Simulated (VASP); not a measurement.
# LiH (Fm-3m) in VASP: further runs

The runs below take LiH through elastic constants, with PBE.

All numbers are computed with VASP 6.6.1; they aren't measurements. Logs are shortened: lines on timing, memory, paths and dates and some standing lists are left out, and cuts for length are marked.

**1. The cell of the first run**

Symmetry: Fm-3m, No. 225, cubic system. The conventional cell has a = 3.752 Å, b = 3.752 Å, c = 3.752 Å, α = 90.00°, β = 90.00°, γ = 90.00°. Li (site symmetry m-3m) has 6 H at 1.88 Å within 2.5 Å. H (site symmetry m-3m) has 6 Li at 1.88 Å within 2.5 Å.

**2. Elastic constants, PBE**

The input, INCAR:

```
PREC = Accurate
ENCUT = 600
EDIFF = 1E-8
ISMEAR = 0
SIGMA = 0.01
LREAL = False
LASPH = True
NELM = 100
ALGO = Normal
ISIF = 3
LWAVE = False
LCHARG = False
GGA = PE
NBANDS = 9
IBRION = 6
NFREE = 2
POTIM = 0.015
NSW = 1
```

The input, KPOINTS:

```
regular mesh
0
Gamma
  10 10 10
```

The input, POSCAR:

```
LiH
1.0
    0.0000000000      1.8760000000      1.8760000000
    1.8760000000      0.0000000000      1.8760000000
    1.8760000000      1.8760000000      0.0000000000
Li H
1 1
Direct
    0.0000000000      0.0000000000      0.0000000000
    0.5000000000      0.5000000000      0.5000000000
```

Potentials or basis: VASP PAW PBE potentials, release 64 (Li_sv, H).

Run with:

```sh
$ cat potpaw_PBE.64/Li_sv/POTCAR potpaw_PBE.64/H/POTCAR > POTCAR
$ mpirun -np 1 vasp_std > vasp.out
```

OUTCAR:

```text
PREC = Accurate
   ENCUT = 600
   EDIFF = 1E-8
   ISMEAR = 0
   LREAL = False
   LASPH = True
   NELM = 100
   ISIF = 3
   GGA = PE
   IBRION = 6
   NFREE = 2
   POTIM = 0.015
   NSW = 1

 ion  position               nearest neighbor table
   1  0.000  0.000  0.000-
   2  0.500  0.500  0.500-

  LATTYP: Found a face centered cubic cell.
 ALAT       =     3.7520000000

  Lattice vectors:

 A1 = (   0.0000000000,   1.8760000000,   1.8760000000)
 A2 = (   1.8760000000,   0.0000000000,   1.8760000000)
 A3 = (   1.8760000000,   1.8760000000,   0.0000000000)

Analysis of symmetry for initial positions (statically):
=====================================================================
 Subroutine PRICEL returns:
 Original cell was already a primitive cell.

 Routine SETGRP: Setting up the symmetry group for a
 face centered cubic supercell.

 Subroutine GETGRP returns: Found 48 space group operations
 (whereof 48 operations were pure point group operations)
 out of a pool of 48 trial point group operations.

The static configuration has the point symmetry O_h .

Analysis of symmetry for dynamics (positions and initial velocities):
=====================================================================
 Subroutine PRICEL returns:
 Original cell was already a primitive cell.

 Routine SETGRP: Setting up the symmetry group for a
 face centered cubic supercell.

 Subroutine GETGRP returns: Found 48 space group operations
 (whereof 48 operations were pure point group operations)
 out of a pool of 48 trial point group operations.

The dynamic configuration has the point symmetry O_h .

 Subroutine INISYM returns: Found 48 space group operations
 (whereof 48 operations are pure point group operations),
 and found     1 'primitive' translations

----------------------------------------------------------------------------------------

                                     Primitive cell

  volume of cell :      13.2047

  direct lattice vectors                    reciprocal lattice vectors
     0.000000000  1.876000000  1.876000000    -0.266524520  0.266524520  0.266524520
     1.876000000  0.000000000  1.876000000     0.266524520 -0.266524520  0.266524520
     1.876000000  1.876000000  0.000000000     0.266524520  0.266524520 -0.266524520

  length of vectors
     2.653064643  2.653064643  2.653064643     0.461634011  0.461634011  0.461634011

  position of ions in fractional coordinates (direct lattice)
     0.000000000  0.000000000  0.000000000
     0.500000000  0.500000000  0.500000000

  ion indices of the primitive-cell ions
   primitive index   ion index
                 1           1
                 2           2

----------------------------------------------------------------------------------------

 KPOINTS: regular mesh

Automatic generation of k-mesh.
 Grid dimensions read from file:
 generate k-points for:   10   10   10

 Generating k-lattice:

  Cartesian coordinates                     Fractional coordinates (reciprocal lattice)
    -0.026652452  0.026652452  0.026652452     0.100000000  0.000000000  0.000000000
     0.026652452 -0.026652452  0.026652452     0.000000000  0.100000000  0.000000000
     0.026652452  0.026652452 -0.026652452     0.000000000  0.000000000  0.100000000

  Length of vectors
     0.046163401  0.046163401  0.046163401

  Shift w.r.t. Gamma in fractional coordinates (k-lattice)
     0.000000000  0.000000000  0.000000000

 Subroutine IBZKPT returns following result:
 ===========================================

 Found     47 irreducible k-points:

 Following reciprocal coordinates:
            Coordinates               Weight
  0.000000  0.000000  0.000000      1.000000
  0.100000  0.000000  0.000000      8.000000
  0.200000  0.000000  0.000000      8.000000
  0.300000  0.000000  0.000000      8.000000
  0.400000  0.000000  0.000000      8.000000
[... 45 lines left out ...]
   ISYM   =      2    0-nonsym 1-usesym 2-fastsym
   POTIM  = 0.0150    time-step for ionic-motion
   TEBEG  =    0.0;   TEEND  =   0.0 temperature during run
   PSTRESS=    0.0 pullay stress
   NELECT =       4.0000    total number of electrons
   NUPDOWN=      -1.0000    fix difference up-down
   EMIN   =  10.00;   EMAX   =-10.00  energy-range for DOS
   EFERMI =   0.00;   METHOD = LEGACY
   ISMEAR =     0;   SIGMA  =   0.01  broadening in eV -4-tet -1-fermi 0-gaus
   EFERMI_NEDOS =   21; number of points for ismear=-14 and -15
   IALGO  =     38    algorithm
   IMIX   =      4    mixing-type and parameters
     AMIX     =   0.40;   BMIX     =  1.00
     AMIX_MAG =   1.60;   BMIX_MAG =  1.00
  volume/ion in A,a.u.               =       6.60        44.55
  Fermi-wavevector in a.u.,A,eV,Ry     =   1.099475  2.077706 16.447336  1.208845
  Thomas-Fermi vector in A             =   2.235870
   LORBIT       =      0    0 simple, 1 ext, 2 COOP (PROOUT), +10 PAW based schemes
   GGA     = PE    functional components
   LHFCALC =     F    Hartree Fock is set to
   AEXX    =    0.0000 exact exchange contribution
   IVDW    =     0    specifies the selected vdW correction
   LEPSILON=     F    determine dielectric tensor
   LRPA    =     F    only Hartree local field effects (RPA)
 finite differences with symmetry
 non-spin polarized calculation
 Gauss-broadening in eV      SIGMA  =   0.01
  energy-cutoff  :      600.00
  volume of cell :       13.20
 maximum number of plane-waves:       459
 NGX is ok and might be reduce to    24
   NGX = 11   NGY = 11   NGZ = 11

--------------------------------------- Ionic step        1  -------------------------------------------

 number of electron       3.9999998 magnetization

 Free energy of the ion-electron system (eV)
  ---------------------------------------------------
  ext. energy  EPLUGINS =         0.00000000
  ---------------------------------------------------
  free energy    TOTEN  =        -6.04983904 eV

  energy without entropy =       -6.04983904  energy(sigma->0) =       -6.04983904

------------------------ aborting loop because EDIFF is reached ----------------------------------------

  FORCE on cell =-STRESS in cart. coord.  units (eV):
  Direction    XX          YY          ZZ          XY          YZ          ZX
  --------------------------------------------------------------------------------------
  -------------------------------------------------------------------------------------
  Total        0.7984961      0.7984961      0.7984961     -0.0000000     -0.0000000      0.0000000
  in kB       96.8846261     96.8846261     96.8846261     -0.0000000     -0.0000000      0.0000000
  external PRESSURE =      96.8846261 kB  Pullay stress =       0.0000000 kB
[... 89 lines left out ...]
  FREE ENERGIE OF THE ION-ELECTRON SYSTEM (eV)
  ---------------------------------------------------
  free  energy   TOTEN  =        -6.0363480455 eV

  energy  without entropy=       -6.0363480455  energy(sigma->0) =       -6.03634805

[... ionic steps 4 to 14 ...]

--------------------------------------- Ionic step       15  -------------------------------------------

 number of electron       3.9999999 magnetization

------------------------ aborting loop because EDIFF is reached ----------------------------------------
[... 67 lines left out ...]
--------------------------------------- Ionic step       17  -------------------------------------------

 number of electron       3.9999998 magnetization

 Free energy of the ion-electron system (eV)
  ---------------------------------------------------
  ext. energy  EPLUGINS =         0.00000000
  ---------------------------------------------------
  free energy    TOTEN  =        -6.04961200 eV

  energy without entropy =       -6.04961200  energy(sigma->0) =       -6.04961200

 E-fermi :   1.2310     XC(G=0):  -9.1724

 val. band max:        1.1205961749   @ k =   0.5000   0.5000   0.0000
 cond. band min:       3.9164213880   @ k =   0.5000   0.5000   0.0000
 fundamental gap:      2.7958252131
 Fermi energy:         1.2310234400

 k-point     1 :       0.0000    0.0000    0.0000
  band No.  band energies     occupation
      1     -43.0626      2.00000
      2      -5.0877      2.00000
      3      19.9412      0.00000
      4      21.1502      0.00000
      5      21.1502      0.00000
      6      21.1642      0.00000
      7      26.2536      0.00000
      8      26.2537      0.00000
      9      26.2550      0.00000
[... 265 lines left out ...]
 k-point    24 :       0.4000    0.3000    0.0000
  band No.  band energies     occupation
      1     -42.9613      2.00000
      2      -1.6792      2.00000
      3       8.4077      0.00000
      4      12.5673      0.00000
      5      14.0772      0.00000
      6      19.1354      0.00000
      7      21.3290      0.00000
      8      34.6359      0.00000
      9      34.9415      0.00000

 [... further k-points ...]
[... 5 lines left out ...]
  --------------------------------------------------------------------------------------
  -------------------------------------------------------------------------------------
  Total        0.8011354      0.7979276      0.7979276     -0.0000000      0.0000000      0.0000000
  in kB       97.2048622     96.8156497     96.8156497     -0.0000000      0.0000000      0.0000000
  external PRESSURE =      96.9453872 kB  Pullay stress =       0.0000000 kB
[... 17 lines left out ...]
  FREE ENERGIE OF THE ION-ELECTRON SYSTEM (eV)
  ---------------------------------------------------
  free  energy   TOTEN  =        -6.0496119954 eV

  energy  without entropy=       -6.0496119954  energy(sigma->0) =       -6.04961200

 INTERNAL STRAIN TENSORS FROM STRAINED CELLS
 ============================================

 INTERNAL STRAIN TENSOR FOR ION    1 for displacements in x,y,z  (eV/Angst):
          X           Y           Z          XY          YZ          ZX
  --------------------------------------------------------------------------------
  x     0.00000     0.00000    -0.00000    -0.00000     0.00000     0.00000
  y    -0.00000     0.00000     0.00000    -0.00000    -0.00000     0.00000
  z     0.00000     0.00000     0.00000     0.00000     0.00000     0.00000

 INTERNAL STRAIN TENSORS FROM DISPLACED ATOMS
 ============================================

 INTERNAL STRAIN TENSOR FOR ION    1 for displacements in x,y,z  (eV/Angst):
          X           Y           Z          XY          YZ          ZX
  --------------------------------------------------------------------------------
  x     0.00000     0.00000     0.00000     0.00000     0.00000     0.00000
  y     0.00000     0.00000     0.00000     0.00000     0.00000     0.00000
  z     0.00000     0.00000     0.00000     0.00000     0.00000     0.00000

 INTERNAL STRAIN TENSOR FOR ION    2 for displacements in x,y,z  (eV/Angst):
          X           Y           Z          XY          YZ          ZX
  --------------------------------------------------------------------------------
  x     0.00000     0.00000     0.00000     0.00000     0.00000     0.00000
  y     0.00000     0.00000     0.00000     0.00000     0.00000     0.00000
  z     0.00000     0.00000     0.00000     0.00000     0.00000     0.00000

 Eigenvectors and eigenvalues of the dynamical matrix
 ----------------------------------------------------

   1 f  =   23.746141 THz   149.201406 2PiTHz  792.086015 cm-1    98.206105 meV
             X         Y         Z           dx          dy          dz
      0.000000  0.000000  0.000000     0.000000    0.352588    0.000000
      1.876000  1.876000  1.876000     0.000000   -0.935779    0.000000
[... 21 lines left out ...]
   6 f/i=    0.018892 THz     0.118704 2PiTHz    0.630181 cm-1     0.078132 meV
             X         Y         Z           dx          dy          dz
      0.000000  0.000000  0.000000     0.000000   -0.935779    0.000000
      1.876000  1.876000  1.876000     0.000000   -0.352588    0.000000

--------------------------------------------------------------------------------------------------------

 ELASTIC MODULI CONTR FROM IONIC RELAXATION (kBar)
 Direction    XX          YY          ZZ          XY          YZ          ZX
 --------------------------------------------------------------------------------
 XX           0.0000      0.0000      0.0000      0.0000      0.0000      0.0000
 YY           0.0000      0.0000      0.0000      0.0000      0.0000      0.0000
 ZZ           0.0000      0.0000      0.0000      0.0000      0.0000      0.0000
 XY           0.0000      0.0000      0.0000      0.0000      0.0000      0.0000
 YZ           0.0000      0.0000      0.0000      0.0000      0.0000      0.0000
 ZX           0.0000      0.0000      0.0000      0.0000      0.0000      0.0000
 --------------------------------------------------------------------------------

 TOTAL ELASTIC MODULI (kBar)
 Direction    XX          YY          ZZ          XY          YZ          ZX
 --------------------------------------------------------------------------------
 XX        1470.1126    113.6093    113.6093     -0.0000      0.0000      0.0000
 YY         113.6093   1470.1126    113.6093     -0.0000     -0.0000     -0.0000
 ZZ         113.6093    113.6093   1470.1126      0.0000     -0.0000     -0.0000
 XY          -0.0000     -0.0000      0.0000    594.8287      0.0000      0.0000
 YZ           0.0000     -0.0000     -0.0000      0.0000    594.8287      0.0000
 ZX           0.0000     -0.0000     -0.0000      0.0000      0.0000    594.8287
 --------------------------------------------------------------------------------
```

It took 4.5 min on 1 thread of Intel Xeon 8259CL, shared host; peak memory 0.2 GiB.

Results:

```yaml
Elastic_constants_C11_C12_C44: 147, 11, 59 GPa
Voigt_bulk_modulus: 57 GPa
Highest_phonon_frequency_at_Γ: 792 cm⁻¹
```

Phonon frequencies in cm⁻¹ (negative: imaginary):
| q point | frequencies |
| --- | --- |
| (0.000, 0.000, 0.000) | -1 -1 -1 792 792 792 |

Elastic tensor in Voigt notation (GPa, in the Cartesian axes of the cell as first typed):
```
147  11  11   0   0   0
 11 147  11   0   0   0
 11  11 147   0   0   0
  0   0   0  59   0   0
  0   0   0   0  59   0
  0   0   0   0   0  59
```

Clamped-ion elastic tensor (GPa):
```
147  11  11   0   0   0
 11 147  11   0   0   0
 11  11 147   0   0   0
  0   0   0  59   0   0
  0   0   0   0  59   0
  0   0   0   0   0  59
```

Caveat: the cell is under stress, which shifts elastic constants; the cutoff is under 1.25 times the usual one of these potentials, so pressure, stress and relaxed cells hold a basis-set (Pulay) error.

[end of part 1 of 2]
